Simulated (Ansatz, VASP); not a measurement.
# HfO2: VASP beside Ansatz

File INCAR:

```
SYSTEM = HfO2
PREC = Accurate
ENCUT = 520
EDIFF = 1E-8
ISMEAR = -1
SIGMA = 0.01
LREAL = .False.
LASPH = .True.
NELM = 80
ALGO = Normal
ISIF = 2
LWAVE = .False.
LCHARG = .False.
GGA = PE
LEFG = .True.
NBANDS = 18
```

File KPOINTS:

```
Automatic mesh
0
Gamma
  9 9 9
  0 0 0
```

The input POSCAR:

```
HfO2
1.0
    0.0000000000      2.4807750000      2.5575000000
    2.4807750000      0.0000000000      2.5575000000
    2.4807750000      2.4807750000      0.0000000000
Hf O
1 2
Direct
    0.0000000000      0.0000000000      0.0000000000
    0.2500000000      0.2500000000      0.2500000000
    0.7500000000      0.7500000000      0.7500000000
```

Input for Ansatz:

```yaml
crystal:
  lattice:
    - [0.0, 2.480775, 2.5575]
    - [2.480775, 0.0, 2.5575]
    - [2.480775, 2.480775, 0.0]
  atoms:
    - { symbol: Hf, position: [0.0, 0.0, 0.0] }
    - { symbol: O, position: [0.25, 0.25, 0.25] }
    - { symbol: O, position: [0.75, 0.75, 0.75] }
kpoints:
  mp_grid: { grid: [9, 9, 9] }
scf:
  occupations: { method: fermi_dirac, width: 0.01 }
hamiltonian:
  xc: pbe
  pseudopotentials: { kind: all_electron, datasets: crystal }
output:
  forces: true
  stress: true
  eigenvalues: true
  efg: { contact_densities: true }
```

Change from the starting cell: equal xx and yy strain of -3 %, crystal datasets.

Alike in both runs: task electric field gradients; functional PBE; k mesh 9 × 9 × 9; occupations fermi-dirac, width 0.01 eV; no spin polarisation.

|  | VASP | Ansatz |
| --- | --- | --- |
| version | VASP 6.6.1 | Ansatz 0.2.0 |
| potentials or method | VASP PAW PBE potentials, release 64 (Hf_pv, O), cutoff 520 eV | all-electron PAW with datasets made for the crystal, scalar-relativistic |

```tsv
	VASP	Ansatz	Ansatz less VASP
gap on the k mesh at the Fermi level (eV)	3.67	3.66	-0.014
pressure (GPa)	9.8	13.9	+4.13
traceless stress, the component that is largest in VASP (GPa)	-9.98	-9.79	+0.193
size of Vzz on the site where it differs most (V/Å²)	30.9	38.6	+7.70
```

One of these differences is far larger than is usual between the two programs; its cause wasn't traced. Ansatz ran all-electron here, and VASP with PAW potentials.

Spin-orbit coupling is off throughout.
